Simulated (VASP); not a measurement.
# B3As (Pm-3m) in VASP: single point with PBE

Aim: the single point of B3As with PBE.

All numbers are computed with VASP 6.6.1; they aren't measurements. Logs are shortened: lines on timing, memory, paths and dates and some standing lists are left out, and cuts for length are marked.

### 1 The cell of the first run

The structure is cubic, space group Pm-3m (No. 221). Conventional cell: a = 3.691 Å, b = 3.691 Å, c = 3.691 Å, α = 90.00°, β = 90.00°, γ = 90.00°. B (site symmetry 4/mmm) has 8 B at 2.61 Å and 4 As at 2.61 Å within 3.4 Å. As (site symmetry m-3m) has 12 B at 2.61 Å within 3.4 Å.

### 2 Single point, PBE (In replaced by B, lengths x 0.808, strained)

INCAR

```
  PREC = Accurate
  ENCUT = 520
  EDIFF = 1E-6
  ISMEAR = 0
  SIGMA = 0.1
  LREAL = False
  LASPH = True
  NELM = 100
  ALGO = Normal
  ISIF = 2
  LWAVE = False
  LCHARG = False
  GGA = PE
  NBANDS = 15
```

KPOINTS

```
Automatic mesh
0
Gamma
  12 12 12
```

POSCAR

```
B3As
1.0
    3.6906650206      0.0000000000      0.0000000000
    0.0000000000      3.6906650206      0.0000000000
    0.0000000000      0.0000000000      3.6906650206
B As
3 1
Direct
    0.0000000000      0.5000000000      0.5000000000
    0.5000000000      0.0000000000      0.5000000000
    0.5000000000      0.5000000000      0.0000000000
    0.0000000000      0.0000000000      0.0000000000
```

Potentials or basis: VASP PAW PBE potentials, release 64 (B, As).

Command:

```
$ cat potpaw_PBE.64/B/POTCAR potpaw_PBE.64/As/POTCAR > POTCAR
$ mpirun -np 1 vasp_std > vasp.out
```

OUTCAR:

```text
PREC = Accurate
   ENCUT = 520
   EDIFF = 1E-6
   ISMEAR = 0
   LREAL = False
   LASPH = True
   NELM = 100
   ISIF = 2
   GGA = PE

 ion  position               nearest neighbor table
   1  0.000  0.500  0.500-
   2  0.500  0.000  0.500-
   3  0.500  0.500  0.000-
   4  0.000  0.000  0.000-

  LATTYP: Found a simple cubic cell.
 ALAT       =     3.6906650206

  Lattice vectors:

 A1 = (   3.6906650206,   0.0000000000,   0.0000000000)
 A2 = (   0.0000000000,   3.6906650206,   0.0000000000)
 A3 = (   0.0000000000,   0.0000000000,   3.6906650206)

Analysis of symmetry for initial positions (statically):
=====================================================================
 Subroutine PRICEL returns:
 Original cell was already a primitive cell.

 Routine SETGRP: Setting up the symmetry group for a
 simple cubic supercell.

 Subroutine GETGRP returns: Found 48 space group operations
 (whereof 48 operations were pure point group operations)
 out of a pool of 48 trial point group operations.

The static configuration has the point symmetry O_h .

Analysis of symmetry for dynamics (positions and initial velocities):
=====================================================================
 Subroutine PRICEL returns:
 Original cell was already a primitive cell.

 Routine SETGRP: Setting up the symmetry group for a
 simple cubic supercell.

 Subroutine GETGRP returns: Found 48 space group operations
 (whereof 48 operations were pure point group operations)
 out of a pool of 48 trial point group operations.

The dynamic configuration has the point symmetry O_h .

 Subroutine INISYM returns: Found 48 space group operations
 (whereof 48 operations are pure point group operations),
 and found     1 'primitive' translations

----------------------------------------------------------------------------------------

                                     Primitive cell

  volume of cell :      50.2706

  direct lattice vectors                    reciprocal lattice vectors
     3.690665021  0.000000000  0.000000000     0.270953878  0.000000000  0.000000000
     0.000000000  3.690665021  0.000000000     0.000000000  0.270953878  0.000000000
     0.000000000  0.000000000  3.690665021     0.000000000  0.000000000  0.270953878

  length of vectors
     3.690665021  3.690665021  3.690665021     0.270953878  0.270953878  0.270953878

  position of ions in fractional coordinates (direct lattice)
     0.000000000  0.500000000  0.500000000
     0.500000000  0.000000000  0.500000000
     0.500000000  0.500000000  0.000000000
     0.000000000  0.000000000  0.000000000

  ion indices of the primitive-cell ions
   primitive index   ion index
                 1           1
                 2           2
                 3           3
                 4           4

----------------------------------------------------------------------------------------

 KPOINTS: Automatic mesh

Automatic generation of k-mesh.
 Grid dimensions read from file:
 generate k-points for:   12   12   12

 Generating k-lattice:

  Cartesian coordinates                     Fractional coordinates (reciprocal lattice)
     0.022579490  0.000000000  0.000000000     0.083333333  0.000000000  0.000000000
     0.000000000  0.022579490  0.000000000     0.000000000  0.083333333  0.000000000
     0.000000000  0.000000000  0.022579490     0.000000000  0.000000000  0.083333333

  Length of vectors
     0.022579490  0.022579490  0.022579490

  Shift w.r.t. Gamma in fractional coordinates (k-lattice)
     0.000000000  0.000000000  0.000000000

 Subroutine IBZKPT returns following result:
 ===========================================

 Found     84 irreducible k-points:

 Following reciprocal coordinates:
            Coordinates               Weight
  0.000000  0.000000  0.000000      1.000000
  0.083333  0.000000  0.000000      6.000000
  0.166667  0.000000  0.000000      6.000000
  0.250000  0.000000  0.000000      6.000000
  0.333333  0.000000  0.000000      6.000000
  0.416667  0.000000  0.000000      6.000000
[... 16 lines left out ...]
  0.333333  0.333333  0.000000     12.000000
  0.416667  0.333333  0.000000     24.000000
 [... further k-points ...]
   k-points           NKPTS =     84   k-points in BZ     NKDIM =     84   number of bands    NBANDS=     15
   number of dos      NEDOS =    301   number of ions     NIONS =      4
   total plane-waves  NPLWV =  21952
   dimension x,y,z NGX =    28 NGY =   28 NGZ =   28
   dimension x,y,z NGXF=    56 NGYF=   56 NGZF=   56
   ions per type =               3   1
   NGX,Y,Z   is equivalent  to a cutoff of  12.61, 12.61, 12.61 a.u.
   NGXF,Y,Z  is equivalent  to a cutoff of  25.23, 25.23, 25.23 a.u.
 SYSTEM =  unknown system
   PREC   = accura    normal or accurate (medium, high low for compatibility)
   ISTART =      0    job   : 0-new  1-cont  2-samecut
   ICHARG =      2    charge: 1-file 2-atom 10-const
   ISPIN  =      1    spin polarized calculation?
   LNONCOLLINEAR =      F non collinear calculations
   LSORBIT =      F    spin-orbit coupling
   LASPH  =      T    aspherical Exc in radial PAW
   ENCUT  =  520.0 eV  38.22 Ry    6.18 a.u.   6.86  6.86  6.86*2*pi/ulx,y,z
   NELM   =    100;   NELMIN=  2; NELMDL= -5     # of ELM steps
   EDIFF  = 0.1E-05   stopping-criterion for ELM
   LREAL  =      F    real-space projection
   EDIFFG = 0.1E-04   stopping-criterion for IOM
   NSW    =      0    number of steps for IOM
   IBRION =     -1    ionic relax: 0-MD 1-quasi-New 2-CG
   NFREE  =      0    steps in history (QN), initial steepest desc. (CG)
   ISIF   =      2    stress and relaxation
   ISYM   =      2    0-nonsym 1-usesym 2-fastsym
   POTIM  = 0.5000    time-step for ionic-motion
   TEBEG  =    0.0;   TEEND  =   0.0 temperature during run
   PSTRESS=    0.0 pullay stress
   NELECT =      14.0000    total number of electrons
   NUPDOWN=      -1.0000    fix difference up-down
   EMIN   =  10.00;   EMAX   =-10.00  energy-range for DOS
   EFERMI =   0.00;   METHOD = LEGACY
   ISMEAR =     0;   SIGMA  =   0.10  broadening in eV -4-tet -1-fermi 0-gaus
   EFERMI_NEDOS =   21; number of points for ismear=-14 and -15
   IALGO  =     38    algorithm
   IMIX   =      4    mixing-type and parameters
     AMIX     =   0.40;   BMIX     =  1.00
     AMIX_MAG =   1.60;   BMIX_MAG =  1.00
  volume/ion in A,a.u.               =      12.57        84.81
  Fermi-wavevector in a.u.,A,eV,Ry     =   1.069087  2.020281 15.550726  1.142946
  Thomas-Fermi vector in A             =   2.204755
   LORBIT       =      0    0 simple, 1 ext, 2 COOP (PROOUT), +10 PAW based schemes
   GGA     = PE    functional components
   LHFCALC =     F    Hartree Fock is set to
   AEXX    =    0.0000 exact exchange contribution
   IVDW    =     0    specifies the selected vdW correction
   LEPSILON=     F    determine dielectric tensor
   LRPA    =     F    only Hartree local field effects (RPA)
 non-spin polarized calculation
 Gauss-broadening in eV      SIGMA  =   0.10
  energy-cutoff  :      520.00
  volume of cell :       50.27
 maximum number of plane-waves:      1376
 NGX is ok and might be reduce to    28
   NGX = 13   NGY = 13   NGZ = 13

 number of electron      14.0000001 magnetization

 Free energy of the ion-electron system (eV)
  ---------------------------------------------------
  ext. energy  EPLUGINS =         0.00000000
  ---------------------------------------------------
  free energy    TOTEN  =       -16.09282516 eV

  energy without entropy =      -16.08757489  energy(sigma->0) =      -16.09020002

 E-fermi :   5.0865     XC(G=0): -10.7690

 val. band max:        5.0768450873   @ k =   0.4167   0.4167   0.1667
 cond. band min:       5.0877391877   @ k =   0.5000   0.5000   0.0000
 fundamental gap:      0.0108941004
 Fermi energy:         5.0864811227

 k-point     1 :       0.0000    0.0000    0.0000
  band No.  band energies     occupation
      1      -9.0929      2.00000
      2       0.2538      2.00000
      3       0.7147      2.00000
      4       0.7147      2.00000
      5       0.7147      2.00000
      6       2.5649      2.00000
      7       2.5649      2.00000
      8       8.1598      0.00000
      9       8.1598      0.00000
     10       8.1598      0.00000
     11       8.5283      0.00000
     12       8.5283      0.00000
     13       8.5283      0.00000
     14      13.7291      0.00000
     15      13.7291      0.00000

 k-point     2 :       0.0833    0.0000    0.0000
  band No.  band energies     occupation
      1      -9.0318      2.00000
      2      -0.6143      2.00000
      3       0.7852      2.00000
      4       0.7852      2.00000
      5       1.0212      2.00000
      6       2.6140      2.00000
      7       3.2595      2.00000
      8       7.9476      0.00000
      9       7.9476      0.00000
     10       7.9591      0.00000
     11       8.2973      0.00000
     12       8.4689      0.00000
     13       8.4689      0.00000
     14      13.5386      0.00000
     15      13.5388      0.00000

 k-point     3 :       0.1667    0.0000    0.0000
  band No.  band energies     occupation
      1      -8.8516      2.00000
      2      -1.8246      2.00000
      3       0.9959      2.00000
      4       0.9959      2.00000
      5       1.2374      2.00000
      6       2.7594      2.00000
      7       4.6403      2.00000
      8       7.1907      0.00000
      9       7.1907      0.00000
     10       7.4479      0.00000
     11       7.7212      0.00000
     12       8.5986      0.00000
     13       8.5986      0.00000
     14      13.0801      0.00000
     15      13.0801      0.00000
[... 343 lines left out ...]
 k-point    23 :       0.3333    0.3333    0.0000
  band No.  band energies     occupation
      1      -7.3215      2.00000
      2      -3.2969      2.00000
      3      -2.5499      2.00000
      4       0.4883      2.00000
      5       2.9210      2.00000
      6       3.7592      2.00000
      7       6.1725      0.00000
      8       6.2103      0.00000
      9       6.2890      0.00000
     10       6.3207      0.00000
     11       8.8579      0.00000
     12       9.1837      0.00000
     13       9.3404      0.00000
     14       9.5622      0.00000
     15      10.1291      0.00000

 k-point    24 :       0.4167    0.3333    0.0000
  band No.  band energies     occupation
      1      -6.9749      2.00000
      2      -3.7489      2.00000
      3      -2.3538      2.00000
      4      -0.3396      2.00000
      5       3.4945      2.00000
      6       4.1334      2.00000
      7       5.3465      0.00024
      8       5.6582      0.00000
      9       6.7853      0.00000
     10       6.8080      0.00000
     11       8.1827      0.00000
     12       8.3509      0.00000
     13       9.6810      0.00000
     14      10.2739      0.00000
     15      10.8742      0.00000

 [... further k-points ...]
[... 5 lines left out ...]
  --------------------------------------------------------------------------------------
  -------------------------------------------------------------------------------------
  Total       -5.5867532     -5.5867532     -5.5867532      0.0000000     -0.0000000     -0.0000000
  in kB     -178.0558235   -178.0558235   -178.0558235      0.0000000     -0.0000000     -0.0000000
  external PRESSURE =    -178.0558235 kB  Pullay stress =       0.0000000 kB

 VOLUME and BASIS-vectors are now :
 -----------------------------------------------------------------------------
  energy-cutoff  :      520.00
  volume of cell :       50.27
      direct lattice vectors                 reciprocal lattice vectors
     3.690665021  0.000000000  0.000000000     0.270953878  0.000000000  0.000000000
     0.000000000  3.690665021  0.000000000     0.000000000  0.270953878  0.000000000
     0.000000000  0.000000000  3.690665021     0.000000000  0.000000000  0.270953878

 POSITION                                       TOTAL-FORCE (eV/Angst)
 -----------------------------------------------------------------------------------
      0.00000      1.84533      1.84533         0.000000      0.000000      0.000000
      1.84533      0.00000      1.84533         0.000000      0.000000      0.000000
      1.84533      1.84533      0.00000         0.000000      0.000000      0.000000
      0.00000      0.00000      0.00000         0.000000      0.000000      0.000000
 -----------------------------------------------------------------------------------
    total drift:                                0.000000      0.000000      0.000000

  FREE ENERGIE OF THE ION-ELECTRON SYSTEM (eV)
  ---------------------------------------------------
  free  energy   TOTEN  =       -16.0928251583 eV

  energy  without entropy=      -16.0875748895  energy(sigma->0) =      -16.09020002
```

It took 42 s on 1 thread of AMD EPYC 7R13 (Zen 3), shared host; peak memory 0.16 GiB.

Results:

```yaml
Free_energy: -16.0928 eV
Pressure: -17.8 GPa
Band_gap_on_the_k_mesh: zero (band 7 reaches 6.17 eV, above the bottom of band 8 at 0.47 eV)
```

Levels at points of the mesh, in eV from the Fermi level:
```tsv
k point	band 3	band 4	band 5	band 6	band 7	band 8	band 9	band 10	band 11	band 12
(0.00, 0.00, 0.00)	-4.37	-4.37	-4.37	-2.52	-2.52	3.07	3.07	3.07	3.44	3.44
(0.50, 0.00, 0.00)	-3.07	-2.31	-2.31	-1.30	-1.29	-1.29	0.24	0.58	4.86	5.19
(0.50, 0.50, 0.00)	-8.16	-7.28	-0.11	0.00	0.68	0.68	1.05	1.05	1.36	1.57
(0.50, 0.50, 0.50)	-6.22	-6.22	-5.29	-5.29	-5.29	-4.61	6.37	6.37	6.37	6.82
```

Caveat: the cell differs from its parent crystal (In replaced by B, lengths x 0.808, strained).
